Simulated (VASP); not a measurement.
# Te2Mo (P-3m1) in VASP: further runs

Runs on Te2Mo. Level: r2SCAN. Tasks: single point.

Everything below comes from runs of VASP 6.6.1. Logs are shortened: lines on timing, memory, paths and dates and some standing lists are left out, and cuts for length are marked.

## Step 1: The cell of the first run

The structure is trigonal, space group P-3m1 (No. 164). Conventional cell: a = 3.564 Å, b = 3.564 Å, c = 14.426 Å, α = 90.00°, β = 90.00°, γ = 120.00°. Te (site symmetry 3m) has 3 Mo at 2.73 Å and 7 Te at 3.56 to 3.58 Å within 3.6 Å. Te (site symmetry 3m) has 3 Mo at 2.73 Å and 7 Te at 3.56 to 3.58 Å within 3.6 Å. Mo (site symmetry 3m) has 6 Te at 2.73 Å and 6 Mo at 3.56 Å within 3.6 Å.

## Step 2: Single point, r2SCAN (the distance across one plane changed)

Input file POSCAR:

```
Te2Mo
1.0
   -3.5635452172      0.0000000000      0.0000000000
   -1.7817726086     -3.0861206856      0.0000000000
    0.0000000000      0.0000000000     14.4262210532
Te Mo
4 2
Direct
    0.3333333333      0.3333333333      0.6415535722
    0.6666666667      0.6666666667      0.1311558388
    0.3333333333      0.3333333333      0.8896396279
    0.6666666667      0.6666666667      0.3792418946
    0.3333333333      0.3333333333      0.2551988667
    0.6666666667      0.6666666667      0.7655966001
```

Input file INCAR.step1:

```
SYSTEM = Te2Mo
  PREC = Accurate
  ENCUT = 520
  ISMEAR = 0
  SIGMA = 0.05
  LREAL = .FALSE.
  LASPH = .TRUE.
  NELM = 100
  NBANDS = 35
  GGA = PE
  ALGO = Normal
  EDIFF = 1E-4
  LWAVE = .TRUE.
  LCHARG = .FALSE.
```

Input file INCAR.step2:

```
SYSTEM = Te2Mo
  PREC = Accurate
  ENCUT = 520
  EDIFF = 1E-6
  ISMEAR = 0
  SIGMA = 0.05
  LREAL = .FALSE.
  LASPH = .TRUE.
  NELM = 100
  ALGO = Normal
  ISIF = 2
  LWAVE = .FALSE.
  LCHARG = .FALSE.
  METAGGA = R2SCAN
  LMIXTAU = .TRUE.
  NBANDS = 35
  ISTART = 1
```

Input file KPOINTS:

```
Automatic mesh
0
G
  9 9 2
  0 0 0
```

Potentials or basis: VASP PAW PBE potentials, release 64 (Te, Mo_sv).

The run is started by

```console
> cat potpaw_PBE.64/Te/POTCAR potpaw_PBE.64/Mo_sv/POTCAR > POTCAR
> cp INCAR.step1 INCAR
> mpirun -np 1 vasp_std > vasp.out
> cp INCAR.step2 INCAR
> mpirun -np 1 vasp_std > vasp.out
```

OUTCAR:

```text
SYSTEM = Te2Mo
   PREC = Accurate
   ENCUT = 520
   EDIFF = 1E-6
   ISMEAR = 0
   LREAL = .FALSE.
   LASPH = .TRUE.
   NELM = 100
   ISIF = 2
   METAGGA = R2SCAN
   ISTART = 1

 ion  position               nearest neighbor table
   1  0.333  0.333  0.642-   6 2.73   6 2.73   6 2.73   3 3.58
   2  0.667  0.667  0.131-   5 2.73   5 2.73   5 2.73   4 3.58
   3  0.333  0.333  0.890-   6 2.73   6 2.73   6 2.73   1 3.58
   4  0.667  0.667  0.379-   5 2.73   5 2.73   5 2.73   2 3.58
   5  0.333  0.333  0.255-   2 2.73   4 2.73   2 2.73   4 2.73   2 2.73   4 2.73
   6  0.667  0.667  0.766-   3 2.73   3 2.73   3 2.73   1 2.73   1 2.73   1 2.73

  LATTYP: Found a hexagonal cell.
 ALAT       =     3.5635452172
 C/A-ratio  =     4.0482778172

  Lattice vectors:

 A1 = (   1.7817726086,   3.0861206856,   0.0000000000)
 A2 = (  -3.5635452172,   0.0000000000,   0.0000000000)
 A3 = (   0.0000000000,   0.0000000000,  14.4262210532)

Analysis of symmetry for initial positions (statically):
=====================================================================
 Subroutine PRICEL returns:
 Original cell was already a primitive cell.

 Routine SETGRP: Setting up the symmetry group for a
 hexagonal supercell.

 Subroutine GETGRP returns: Found 12 space group operations
 (whereof  6 operations were pure point group operations)
 out of a pool of 24 trial point group operations.

The static configuration has the point symmetry C_3v.
 The point group associated with its full space group is D_3d.

Analysis of symmetry for dynamics (positions and initial velocities):
=====================================================================
 Subroutine PRICEL returns:
 Original cell was already a primitive cell.

 Routine SETGRP: Setting up the symmetry group for a
 hexagonal supercell.

 Subroutine GETGRP returns: Found 12 space group operations
 (whereof  6 operations were pure point group operations)
 out of a pool of 24 trial point group operations.

The dynamic configuration has the point symmetry C_3v.
 The point group associated with its full space group is D_3d.

 Subroutine INISYM returns: Found 12 space group operations
 (whereof  6 operations are pure point group operations),
 and found     1 'primitive' translations

----------------------------------------------------------------------------------------

                                     Primitive cell

  volume of cell :     158.6528

  direct lattice vectors                    reciprocal lattice vectors
    -3.563545217  0.000000000  0.000000000    -0.280619422  0.162015699  0.000000000
    -1.781772609 -3.086120686  0.000000000     0.000000000 -0.324031398  0.000000000
     0.000000000  0.000000000 14.426221053     0.000000000  0.000000000  0.069318222

  length of vectors
     3.563545217  3.563545217 14.426221053     0.324031398  0.324031398  0.069318222

  position of ions in fractional coordinates (direct lattice)
     0.333333333  0.333333333  0.641553572
     0.666666667  0.666666667  0.131155839
     0.333333333  0.333333333  0.889639628
     0.666666667  0.666666667  0.379241895
     0.333333333  0.333333333  0.255198867
     0.666666667  0.666666667  0.765596600

  ion indices of the primitive-cell ions
   primitive index   ion index
                 1           1
                 2           2
                 3           3
                 4           4
                 5           5
                 6           6

----------------------------------------------------------------------------------------

 KPOINTS: Automatic mesh

Automatic generation of k-mesh.
 Grid dimensions read from file:
 generate k-points for:    9    9    2

 Generating k-lattice:

  Cartesian coordinates                     Fractional coordinates (reciprocal lattice)
    -0.031179936  0.018001744  0.000000000     0.111111111  0.000000000  0.000000000
     0.000000000 -0.036003489  0.000000000     0.000000000  0.111111111  0.000000000
     0.000000000  0.000000000  0.034659111     0.000000000  0.000000000  0.500000000

  Length of vectors
     0.036003489  0.036003489  0.034659111

  Shift w.r.t. Gamma in fractional coordinates (k-lattice)
     0.000000000  0.000000000  0.000000000

 Subroutine IBZKPT returns following result:
 ===========================================

 Found     24 irreducible k-points:

 Following reciprocal coordinates:
            Coordinates               Weight
  0.000000  0.000000  0.000000      1.000000
  0.111111 -0.000000  0.000000      6.000000
  0.222222 -0.000000  0.000000      6.000000
  0.333333 -0.000000  0.000000      6.000000
  0.444444 -0.000000  0.000000      6.000000
  0.222222  0.111111  0.000000      6.000000
[... 16 lines left out ...]
 -0.444444  0.222222  0.500000     12.000000
 -0.333333  0.333333  0.500000      2.000000
   k-points           NKPTS =     24   k-points in BZ     NKDIM =     24   number of bands    NBANDS=     35
   number of dos      NEDOS =    301   number of ions     NIONS =      6
   total plane-waves  NPLWV =  84672
   dimension x,y,z NGX =    28 NGY =   28 NGZ =  108
   dimension x,y,z NGXF=    56 NGYF=   56 NGZF=  216
   ions per type =               4   2
   NGX,Y,Z   is equivalent  to a cutoff of  13.06, 13.06, 12.45 a.u.
   NGXF,Y,Z  is equivalent  to a cutoff of  26.13, 26.13, 24.89 a.u.
 SYSTEM =  Te2Mo
   PREC   = accura    normal or accurate (medium, high low for compatibility)
   ISTART =      1    job   : 0-new  1-cont  2-samecut
   ICHARG =      0    charge: 1-file 2-atom 10-const
   ISPIN  =      1    spin polarized calculation?
   LNONCOLLINEAR =      F non collinear calculations
   LSORBIT =      F    spin-orbit coupling
   LASPH  =      T    aspherical Exc in radial PAW
   ENCUT  =  520.0 eV  38.22 Ry    6.18 a.u.   6.63  6.63 26.82*2*pi/ulx,y,z
   NELM   =    100;   NELMIN=  2; NELMDL=  0     # of ELM steps
   EDIFF  = 0.1E-05   stopping-criterion for ELM
   LREAL  =      F    real-space projection
   EDIFFG = 0.1E-04   stopping-criterion for IOM
   NSW    =      0    number of steps for IOM
   IBRION =     -1    ionic relax: 0-MD 1-quasi-New 2-CG
   NFREE  =      0    steps in history (QN), initial steepest desc. (CG)
   ISIF   =      2    stress and relaxation
   ISYM   =      2    0-nonsym 1-usesym 2-fastsym
   POTIM  = 0.5000    time-step for ionic-motion
   TEBEG  =    0.0;   TEEND  =   0.0 temperature during run
   PSTRESS=    0.0 pullay stress
   NELECT =      52.0000    total number of electrons
   NUPDOWN=      -1.0000    fix difference up-down
   EMIN   =  10.00;   EMAX   =-10.00  energy-range for DOS
   EFERMI =   0.00;   METHOD = LEGACY
   ISMEAR =     0;   SIGMA  =   0.05  broadening in eV -4-tet -1-fermi 0-gaus
   EFERMI_NEDOS =   21; number of points for ismear=-14 and -15
   IALGO  =     38    algorithm
   IMIX   =      4    mixing-type and parameters
     AMIX     =   0.40;   BMIX     =  1.00
     AMIX_MAG =   1.60;   BMIX_MAG =  1.00
  volume/ion in A,a.u.               =      26.44       178.44
  Fermi-wavevector in a.u.,A,eV,Ry     =   1.128739  2.133007 17.334512  1.274051
  Thomas-Fermi vector in A             =   2.265430
   LORBIT       =      0    0 simple, 1 ext, 2 COOP (PROOUT), +10 PAW based schemes
   METAGGA = R2SCAN    functional components
   LHFCALC =     F    Hartree Fock is set to
   AEXX    =    0.0000 exact exchange contribution
   IVDW    =     0    specifies the selected vdW correction
   LEPSILON=     F    determine dielectric tensor
   LRPA    =     F    only Hartree local field effects (RPA)
 non-spin polarized calculation
 Gauss-broadening in eV      SIGMA  =   0.05
  energy-cutoff  :      520.00
  volume of cell :      158.65
 maximum number of plane-waves:      4325
   NGX = 13   NGY = 13   NGZ = 53

 number of electron      52.0000001 magnetization

 Free energy of the ion-electron system (eV)
  ---------------------------------------------------
  ext. energy  EPLUGINS =         0.00000000
  ---------------------------------------------------
  free energy    TOTEN  =      -155.65411234 eV

  energy without entropy =     -155.65411234  energy(sigma->0) =     -155.65411234

 E-fermi :   7.6645     XC(G=0): -10.6627

 val. band max:        7.3194567731   @ k =   0.0000   0.0000   0.0000
 cond. band min:       8.2719816117   @ k =  -0.3333   0.3333   0.0000
 fundamental gap:      0.9525248386
 Fermi energy:         7.6645063708

 k-point     1 :       0.0000    0.0000    0.0000
  band No.  band energies     occupation
      1     -55.4816      2.00000
      2     -55.4816      2.00000
      3     -28.8995      2.00000
      4     -28.8995      2.00000
      5     -28.8131      2.00000
      6     -28.8131      2.00000
[... 27 lines left out ...]
     34      10.6945      0.00000
     35      13.3124      0.00000

 k-point     2 :       0.1111   -0.0000    0.0000
  band No.  band energies     occupation
      1     -55.4805      2.00000
      2     -55.4805      2.00000
      3     -28.8962      2.00000
      4     -28.8962      2.00000
      5     -28.8278      2.00000
      6     -28.8277      2.00000
[... 27 lines left out ...]
     34      10.5325      0.00000
     35      13.8451      0.00000

 k-point     3 :       0.2222   -0.0000    0.0000
  band No.  band energies     occupation
      1     -55.4777      2.00000
      2     -55.4777      2.00000
      3     -28.8878      2.00000
      4     -28.8878      2.00000
      5     -28.8647      2.00000
      6     -28.8647      2.00000
[... 27 lines left out ...]
     34      10.8675      0.00000
     35      13.9426      0.00000
[... 723 lines left out ...]
 k-point    23 :      -0.4444    0.2222    0.5000
  band No.  band energies     occupation
      1     -55.4716      2.00000
      2     -55.4716      2.00000
      3     -28.9191      2.00000
      4     -28.9191      2.00000
      5     -28.8706      2.00000
      6     -28.8705      2.00000
[... 27 lines left out ...]
     34      11.1102      0.00000
     35      12.5206      0.00000

 k-point    24 :      -0.3333    0.3333    0.5000
  band No.  band energies     occupation
      1     -55.4711      2.00000
      2     -55.4711      2.00000
      3     -28.9083      2.00000
      4     -28.9083      2.00000
      5     -28.8904      2.00000
      6     -28.8904      2.00000
[... 27 lines left out ...]
     34      11.1835      0.00000
     35      12.4009      0.00000

------------------------ aborting loop because EDIFF is reached ----------------------------------------

  FORCE on cell =-STRESS in cart. coord.  units (eV):
  Direction    XX          YY          ZZ          XY          YZ          ZX
  --------------------------------------------------------------------------------------
  -------------------------------------------------------------------------------------
  Total        0.1654550      0.1654550      0.5766902      0.0000000      0.0000000      0.0000000
  in kB        1.6708698      1.6708698      5.8237854      0.0000000      0.0000000      0.0000000
  external PRESSURE =       3.0551750 kB  Pullay stress =       0.0000000 kB

 VOLUME and BASIS-vectors are now :
 -----------------------------------------------------------------------------
  energy-cutoff  :      520.00
  volume of cell :      158.65
      direct lattice vectors                 reciprocal lattice vectors
    -3.563545217  0.000000000  0.000000000    -0.280619422  0.162015699  0.000000000
    -1.781772609 -3.086120686  0.000000000     0.000000000 -0.324031398  0.000000000
     0.000000000  0.000000000 14.426221053     0.000000000  0.000000000  0.069318222

 POSITION                                       TOTAL-FORCE (eV/Angst)
 -----------------------------------------------------------------------------------
     -1.78177     -1.02871      9.25519        -0.000000      0.000000     -0.024784
     -3.56355     -2.05741      1.89208        -0.000000     -0.000000      0.044837
     -1.78177     -1.02871     12.83414        -0.000000     -0.000000     -0.044837
     -3.56355     -2.05741      5.47103        -0.000000      0.000000      0.024784
     -1.78177     -1.02871      3.68156         0.000000     -0.000000      0.020794
     -3.56355     -2.05741     11.04467        -0.000000      0.000000     -0.020794
 -----------------------------------------------------------------------------------
    total drift:                               -0.000000     -0.000000      0.000035

  FREE ENERGIE OF THE ION-ELECTRON SYSTEM (eV)
  ---------------------------------------------------
  free  energy   TOTEN  =      -155.6541123432 eV

  energy  without entropy=     -155.6541123432  energy(sigma->0) =     -155.65411234
```

Run time: 13 min. Hardware: 1 thread of Intel Xeon 8259CL, shared host; peak memory 0.37 GiB.

What came out:

| Property | Result |
| --- | --- |
| Free energy | -155.6541 eV |
| Pressure | 0.3 GPa |
| Largest force | 0.045 eV/Å |
| Band gap on the k mesh | 0.95 eV (least direct gap 1.05 eV) |

Forces in eV/Å, atoms in the order of the input:
```
Te   0.000  0.000 -0.025
Te   0.000  0.000  0.045
Te   0.000  0.000 -0.045
Te   0.000  0.000  0.025
Mo   0.000  0.000  0.021
Mo   0.000  0.000 -0.021
```

Stress tensor (GPa, compression positive):
```
0.17 0.00 0.00
0.00 0.17 0.00
0.00 0.00 0.58
```

Caveat: the cell differs from its parent crystal (the distance across one plane changed); the PAW data sets were made with another functional, which shifts forces and pressure a little; spin-orbit coupling is left out, which moves the levels of the heavy elements; an odd mesh through Γ misses points on the zone boundary, where band edges can lie.

## Step 3: Single point, r2SCAN (the distance across one plane changed)

Input file POSCAR:

```
Te2Mo
1.0
   -3.5635452172      0.0000000000      0.0000000000
   -1.7817726086     -3.0861206856      0.0000000000
    0.0000000000      0.0000000000     14.9762210532
Te Mo
4 2
Direct
    0.3333333333      0.3333333333      0.6179925908
    0.6666666667      0.6666666667      0.1263391557
    0.3333333333      0.3333333333      0.8569677147
    0.6666666667      0.6666666667      0.3653142795
    0.3333333333      0.3333333333      0.2458267176
    0.6666666667      0.6666666667      0.7374801527
```

Input file INCAR.step1:

```
PREC = Accurate
ENCUT = 520
ISMEAR = 0
SIGMA = 0.05
LREAL = False
LASPH = True
NELM = 100
NBANDS = 35
GGA = PE
ALGO = Normal
EDIFF = 1E-4
LWAVE = True
LCHARG = False
```

Input file INCAR.step2:

```
PREC = Accurate
ENCUT = 520
EDIFF = 1E-7
ISMEAR = 0
SIGMA = 0.05
LREAL = False
LASPH = True
NELM = 100
ALGO = Normal
ISIF = 2
LWAVE = False
LCHARG = False
METAGGA = R2SCAN
LMIXTAU = True
NBANDS = 35
ISTART = 1
```

Input file KPOINTS:

```
regular mesh
0
Gamma
  9 9 2
```

Potentials or basis: VASP PAW PBE potentials, release 64 (Te, Mo_sv).

The run is started by

```console
> cat potpaw_PBE.64/Te/POTCAR potpaw_PBE.64/Mo_sv/POTCAR > POTCAR
> cp INCAR.step1 INCAR
> mpirun -np 1 vasp_std > vasp.out
> cp INCAR.step2 INCAR
> mpirun -np 1 vasp_std > vasp.out
```

Run time: 16 min. Hardware: 1 thread of Intel Xeon 8259CL, shared host; peak memory 0.38 GiB.

It converged, with:

| Item | Value |
| --- | --- |
| Free energy | -155.6621 eV |
| Pressure | 0.0 GPa |
| Largest force | 0.048 eV/Å |
| Band gap on the k mesh | 1.07 eV |

Forces on the atoms (eV/Å):
```
Te   0.000  0.000 -0.028
Te   0.000  0.000 -0.048
Te   0.000  0.000  0.048
Te   0.000  0.000  0.028
Mo   0.000  0.000 -0.010
Mo   0.000  0.000  0.010
```

Levels at points of the mesh, in eV from the valence-band top:
```csv
k point,band 22,band 23,band 24,band 25,band 26,band 27,band 28,band 29,band 30,band 31
"(0.00, 0.00, 0.00)",-1.06,-1.06,-0.82,-0.75,-0.02,3.08,3.08,3.13,3.13,3.37
"(0.00, 0.00, 0.50)",-1.07,-1.06,-1.06,-0.23,-0.12,3.10,3.10,3.11,3.11,3.41
```

Caveat: the cell differs from its parent crystal (the distance across one plane changed); the PAW data sets were made with another functional, which shifts forces and pressure a little; spin-orbit coupling is left out, which moves the levels of the heavy elements; an odd mesh through Γ misses points on the zone boundary, where band edges can lie.

## Step 4: Single point, r2SCAN (the distance across one plane changed)

Input file POSCAR:

```
Te2Mo
1.0
   -3.5635452172      0.0000000000      0.0000000000
   -1.7817726086     -3.0861206856      0.0000000000
    0.0000000000      0.0000000000     15.2262210532
Te Mo
4 2
Direct
    0.3333333333      0.3333333333      0.6078457430
    0.6666666667      0.6666666667      0.1242647875
    0.3333333333      0.3333333333      0.8428971237
    0.6666666667      0.6666666667      0.3593161681
    0.3333333333      0.3333333333      0.2417904778
    0.6666666667      0.6666666667      0.7253714334
```

Edit INCAR.step1 of step 3 so:

```diff
@@ -6,3 +6,3 @@
 LASPH = True
-NELM = 100
+NELM = 60
 NBANDS = 35
```

Input file INCAR.step2:

```
PREC = Accurate
ENCUT = 520
EDIFF = 1E-6
ISMEAR = 0
SIGMA = 0.05
LREAL = False
LASPH = True
NELM = 60
ALGO = Normal
ISIF = 2
LWAVE = False
LCHARG = True
METAGGA = R2SCAN
LMIXTAU = True
LELF = True
LVHAR = True
NBANDS = 35
ISTART = 1
```

Input file KPOINTS:

```
Automatic mesh
0
Gamma
  9 9 2
```

The run is started by

```console
> cat potpaw_PBE.64/Te/POTCAR potpaw_PBE.64/Mo_sv/POTCAR > POTCAR
> cp INCAR.step1 INCAR
> mpirun -np 1 vasp_std > vasp.out
> cp INCAR.step2 INCAR
> mpirun -np 1 vasp_std > vasp.out
```

It took 15 min on 1 thread of Intel Xeon 8259CL, shared host; peak memory 0.4 GiB.

It converged, with:

```
Free energy            : -155.6532 eV
Pressure               : 0.0 GPa
Largest force          : 0.053 eV/Å
Band gap on the k mesh : 1.08 eV
```

Forces on the atoms (eV/Å):
```
Te   0.000  0.000 -0.028
Te   0.000  0.000 -0.053
Te   0.000  0.000  0.053
Te   0.000  0.000  0.028
Mo   0.000  0.000 -0.016
Mo   0.000  0.000  0.016
```

Levels at points of the mesh, in eV from the valence-band top:
```tsv
k point	band 24	band 25	band 26	band 27	band 28	band 29
(0.00, 0.00, 0.00)	-0.93	-0.72	-0.04	3.09	3.09	3.14
(0.00, 0.00, 0.50)	-1.05	-0.31	-0.12	3.10	3.10	3.12
```

Caveat: the cell differs from its parent crystal (the distance across one plane changed); the PAW data sets were made with another functional, which shifts forces and pressure a little; spin-orbit coupling is left out, which moves the levels of the heavy elements; an odd mesh through Γ misses points on the zone boundary, where band edges can lie.

## Step 5: Overview

| cell | gap on the mesh (eV) | pressure (GPa) | largest force (eV/Å) |
| --- | --- | --- | --- |
| a = 3.564, b = 3.564, c = 14.426 Å, angles 90.0, 90.0, 60.0°, 6 atoms | 0.95 | 0.3 | 0.04 |
| a = 3.564, b = 3.564, c = 14.976 Å, angles 90.0, 90.0, 60.0°, 6 atoms | 1.07 | 0.0 | 0.05 |
| a = 3.564, b = 3.564, c = 15.226 Å, angles 90.0, 90.0, 60.0°, 6 atoms | 1.08 | 0.0 | 0.05 |

Alike in all rows: task single point; level r2SCAN; potentials or basis VASP PAW PBE potentials, release 64 (Te, Mo_sv); no spin polarisation; k mesh 9 × 9 × 2; cutoff (eV) 520; smearing gaussian 0.05 eV.

Caveats: the PAW data sets were made with another functional, which shifts forces and pressure a little; spin-orbit coupling is left out, which moves the levels of the heavy elements; an odd mesh through Γ misses points on the zone boundary, where band edges can lie.

Total energies depend on the potentials used, so only differences within one code and one set of settings carry meaning.
